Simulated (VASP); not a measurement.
CsH: single point with LDA

The system is CsH.

```
Cs H
1.0
    -0.23910    3.18800    3.18800
     3.18800   -0.23910    3.18800
     2.94890    2.94890    0.00000
Cs H
1 1
Direct
  0.00000 0.00000 0.00000
  0.50000 0.50000 0.50000
```

This cell differs from its parent crystal: strain -0.1500 x Voigt [0, 0, 0, 0, 0, 1].

```json
{
  "Program": "VASP 6.6.1",
  "Task": "single point",
  "Functional": "LDA",
  "Potentials or basis": "VASP PAW LDA potentials, release 64 (Cs_sv, H)",
  "Cutoff": "520 eV",
  "k mesh": "8 × 8 × 8",
  "Occupations": "gaussian, width 0.05 eV",
  "Spin": "no spin polarisation",
  "Dipole correction": "no",
  "Further INCAR settings": "ALGO = Normal; EDIFF = 1e-06; NBANDS = 12"
}
```

```json
{
 "Pressure": "-1.3 GPa",
 "Band gap on the k mesh": "1.84 eV (least direct gap 1.92 eV)"
}
```

Stress tensor (GPa, compression positive):
```
-1.25  0.85  0.00
 0.85 -1.25  0.00
 0.00  0.00 -1.37
```

Levels at points of the mesh, in eV from the valence-band top:
```tsv
k point	band 2	band 3	band 4	band 5	band 6	band 7	band 8	band 9
(0.00, 0.00, 0.00)	-8.02	-8.00	-7.90	-1.93	4.28	4.50	5.69	5.90
(0.50, 0.00, 0.00)	-8.82	-8.04	-7.99	-0.10	1.84	4.20	5.27	7.05
(0.50, 0.50, 0.00)	-8.73	-8.37	-8.11	-1.29	2.78	5.26	7.38	7.89
(0.00, 0.00, 0.50)	-8.97	-8.14	-8.10	0.00	1.92	3.87	4.76	7.04
(0.50, 0.00, 0.50)	-8.85	-8.25	-8.23	-1.23	2.78	5.27	7.33	8.04
```

It took 34 s on 1 thread of Intel(R) Xeon(R) Platinum 8488C (Sapphire Rapids) (shared host), peak memory 0.21 GiB.

Caveat: the cell differs from its parent crystal (strain -0.1500 x Voigt [0, 0, 0, 0, 0, 1]); spin-orbit coupling is left out, which moves the levels of the heavy elements. A k mesh can miss the band edges.
